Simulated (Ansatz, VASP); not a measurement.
**One calculation of H15NO6, two programs**

```xyz
22
Lattice="6.0277 0.0000 0.0000 0.0000 6.0277 0.0000 0.0000 0.0000 6.0277" Properties=species:S:1:pos:R:3 pbc="T T T"
O     1.3417    5.5933    1.9795
O     0.8069    2.4847    5.3627
O     2.0567    4.6308    4.4653
O     3.1638    2.9605    1.7731
O     4.3466    1.3066   -0.0233
O     5.2461    4.8097    0.6446
H     1.6898    6.4061    1.5839
H     0.5637    5.3190    1.4081
H     1.3474    3.2628    5.0185
H     1.1643    1.7270    4.8730
H     3.0255    4.7989    4.3325
H     1.7043    4.9207    3.5918
H     3.8978    3.6090    1.8165
H     2.4010    3.5281    1.5426
H     3.8263    1.9002    0.5803
H     5.1713    1.8095   -0.2097
H     4.8460    5.6634    0.3224
H     5.4877    4.2957   -0.1437
H     4.1516    0.6351    4.1517
H     5.4307   -0.1712    3.5116
H     4.1026    0.0331    2.6085
N     4.4065   -0.1739    3.5652
```

Alike in both runs: functional PBE; dispersion D3(BJ); k mesh 1 × 1 × 1; occupations fermi-dirac, width 0.05 eV; no spin polarisation.

Ansatz relaxed the structure, and its values are those at the end. VASP's run is a single point on that final structure, the one shown.

|  | VASP | Ansatz |
| --- | --- | --- |
| version | VASP 6.6.1 | Ansatz 0.2.0 |
| potentials or method | VASP PAW PBE potentials, release 64 (O, H, N), cutoff 520 eV | scalar-relativistic, plane waves, PAW |
| valence electrons in the cell | 56 | 56 |

|  | VASP | Ansatz | Ansatz less VASP |
| --- | --- | --- | --- |
| rms of the force components (eV/Å) | 0.085 | 0.069 | -0.0155 |
